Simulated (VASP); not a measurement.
Write the native input for VASP 6.6.1 that does the following.

| Item | Value |
| --- | --- |
| Task | relaxation of cell and atoms |
| Functional | PBE |
| Potentials or basis | VASP PAW PBE potentials, release 64 (Cs_sv) |
| Cutoff | 600 eV |
| k mesh | 4 × 4 × 4 |
| Occupations | gaussian, width 0.1 eV |
| Spin | no spin polarisation |
| Dipole correction | no |
| Further INCAR settings | ALGO = Fast; EDIFF = 1e-06; IBRION = 2; EDIFFG = -0.04; NSW = 90; ISIF = 3 |

The structure of Cs lies in POSCAR:

```
Cs
1.0
    5.8540928500      0.0000000000      0.0000000000
    0.0000000000      5.8540928500      0.0000000000
    0.0000000000      0.0000000000      3.8988771300
Cs
1
Direct
    0.5000000000      0.5000000000      0.5000000000
```

The cell was generated, and may not be a known phase.

One way to write it, as run:

INCAR

```
PREC = Accurate
ENCUT = 600
EDIFF = 1E-6
ISMEAR = 0
SIGMA = 0.1
LREAL = F
LASPH = T
NELM = 80
ALGO = Fast
ISIF = 3
LWAVE = F
LCHARG = F
GGA = PE
IBRION = 2
NSW = 90
EDIFFG = -0.04
```

KPOINTS

```
regular mesh
0
Gamma
  4 4 4
```

Potentials or basis: VASP PAW PBE potentials, release 64 (Cs_sv).

The run is started by

```console
$ cat potpaw_PBE.64/Cs_sv/POTCAR > POTCAR
$ mpirun -np 1 vasp_std > vasp.out
```

Results of the run:

The relaxed volume is 129.14 Å³/atom and the relaxed cell is a = 5.052 Å, b = 5.052 Å, c = 5.060 Å, α = 90.00°, β = 90.00°, γ = 90.00°. The space group after relaxing (to 0.1 Å) is Pm-3m (No. 221). The energy gained by relaxing is 248.0 meV/atom, the ionic steps are 10 and the pressure after relaxing is 0.0 GPa. The band gap on the k mesh is zero (an odd number of electrons rules out a gap without spin polarisation).

Caveat: the k points lie up to 0.31 Å⁻¹ apart in the final cell, too coarse for converged energies and pressures of a metal; a cell axis changed by over 15 % at a fixed basis, so the end point is rough; spin-orbit coupling is left out, which moves the levels of the heavy elements.

It took 93 s on 1 thread of Intel(R) Xeon(R) 6975P-C (Granite Rapids), with other jobs on the host, peak memory 0.26 GiB.
